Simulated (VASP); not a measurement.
B3N2: single point with PBE

The system is B3N2.

```
B N
1.0
     5.14201    0.00000    0.00000
     0.00000    5.14201    0.00000
     0.00000    0.00000    2.71498
B N
6 4
Direct
  0.00000 0.00000 0.00000
  0.50000 0.50000 0.00000
  0.17680 0.67680 0.50000
  0.32320 0.17680 0.50000
  0.82320 0.32320 0.50000
  0.67680 0.82320 0.50000
  0.38270 0.88270 0.00000
  0.11730 0.38270 0.00000
  0.61730 0.11730 0.00000
  0.88270 0.61730 0.00000
```

```
Program                : VASP 6.6.1
Task                   : single point
Functional             : PBE
Potentials or basis    : VASP PAW PBE potentials, release 64 (B, N)
Cutoff                 : 520 eV
k mesh                 : 4 × 4 × 6
Occupations            : gaussian, width 0.1 eV
Spin                   : no spin polarisation
Dipole correction      : no
Further INCAR settings : ALGO = Normal; EDIFF = 1e-06; NBANDS = 30
```

```json
{"Pressure": "-5.2 GPa", "Largest force": "4.469 eV/Å", "Band gap on the k mesh": "zero (band 19 reaches 8.96 eV, above the bottom of band 20 at 6.65 eV)"}
```

Forces in eV/Å, atoms in the order of the input:
```
B    0.000  0.000  0.000
B    0.000  0.000  0.000
B    0.583  0.583  0.000
B   -0.583  0.583  0.000
B   -0.583 -0.583  0.000
B    0.583 -0.583  0.000
N   -3.160 -3.160  0.000
N    3.160 -3.160  0.000
N    3.160  3.160  0.000
N   -3.160  3.160  0.000
```

Stress tensor (GPa, compression positive):
```
  7.51   0.00   0.00
  0.00   7.51   0.00
  0.00   0.00 -30.75
```

Levels at points of the mesh, in eV from the Fermi level:
```tsv
k point	band 15	band 16	band 17	band 18	band 19	band 20	band 21	band 22	band 23	band 24
(0.00, 0.00, 0.00)	-1.65	-1.30	-1.30	-0.18	-0.18	0.36	0.69	1.72	2.83	3.60
(0.50, 0.00, 0.00)	-1.46	-1.46	-0.35	-0.35	0.89	0.89	1.20	1.20	2.82	2.82
(0.50, 0.50, 0.00)	-2.08	-2.08	-1.17	-1.17	-0.95	-0.95	3.08	3.08	3.27	3.27
(0.00, 0.00, 0.50)	-3.23	-2.61	-2.61	-1.99	-1.80	0.05	0.61	0.61	3.47	3.47
(0.50, 0.00, 0.50)	-4.61	-4.61	-1.92	-1.92	-1.43	-1.43	1.48	1.48	2.09	2.09
(0.50, 0.50, 0.50)	-2.55	-2.55	-1.02	-1.02	-0.48	-0.48	0.36	0.36	0.51	0.51
```

It took 18 s on 1 thread of Intel(R) Xeon(R) 6975P-C (Granite Rapids), on a shared host, peak memory 0.18 GiB.

Caveat: the k points lie up to 0.39 Å⁻¹ apart; forces of over 1 eV/Å act on the atoms, so gaps and moduli don't describe the material at rest.
